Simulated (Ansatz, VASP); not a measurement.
**TiB3: VASP beside Ansatz**

File INCAR:

```
SYSTEM = TiB3
ALGO = Normal
EDIFF = 1E-7
ENCUT = 520
GGA = PE
ISIF = 2
ISMEAR = 0
LASPH = .True.
LCHARG = .True.
LELF = .True.
LREAL = .False.
LVHAR = .True.
LWAVE = .False.
NBANDS = 18
NELM = 100
PREC = Accurate
SIGMA = 0.1
```

Contents of KPOINTS:

```
k-points
0
Gamma
  16 10 10
  0 0 0
```

Contents of POSCAR:

```
TiB3
1.0
    2.4788343244      0.0000000000      0.0000000000
    0.0000000000      4.0864076741      0.0000000000
    0.0000000000      0.0000000000      4.2779962244
Ti B
1 3
Direct
    0.0000000000      0.5000000000      0.1659160000
    0.5000000000      0.5000000000      0.6672710000
    0.5000000000      0.0000000000      0.3309120000
    0.0000000000      0.0000000000      0.8359000000
```

Input for Ansatz:

```yaml
crystal:
  lattice:
    - [2.4788343244, 0.0, 0.0]
    - [0.0, 4.0864076741, 0.0]
    - [0.0, 0.0, 4.2779962244]
  atoms:
    - { symbol: Ti, position: [0.0, 0.5, 0.165916] }
    - { symbol: B, position: [0.5, 0.5, 0.667271] }
    - { symbol: B, position: [0.5, 0.0, 0.330912] }
    - { symbol: B, position: [0.0, 0.0, 0.8359] }
basis:
  ecutwfc: 420
kpoints:
  mp_grid: { grid: [16, 10, 10] }
hamiltonian:
  xc: pbe
scf:
  occupations: { method: gaussian, width: 0.1 }
output:
  forces: true
  stress: true
  eigenvalues: true
```

Alike in both runs: task single point; functional PBE; k mesh 16 × 10 × 10; occupations gaussian, width 0.1 eV; no spin polarisation.

|  | VASP | Ansatz |
| --- | --- | --- |
| version | VASP 6.6.1 | Ansatz 0.2.0 |
| potentials or method | VASP PAW PBE potentials, release 64 (Ti_sv, B), cutoff 520 eV | scalar-relativistic, plane waves, PAW |
| valence electrons in the cell | 21 | 21 |

VASP gave:

* gap on the k mesh at the Fermi level (eV): none
* pressure (GPa): -25.3
* traceless stress, the component that is largest in VASP (GPa): 8.13
* rms of the force components (eV/Å): 0.137

Task: Which values does Ansatz return?

Result: gap on the k mesh at the Fermi level (eV): none; pressure (GPa): -25.3; traceless stress, the component that is largest in VASP (GPa): 8.14; rms of the force components (eV/Å): 0.137.

Atom by atom the forces differ by 0.001 eV/Å (rms over components). A gap of «none» marks a metal or a gap that the smearing closes.
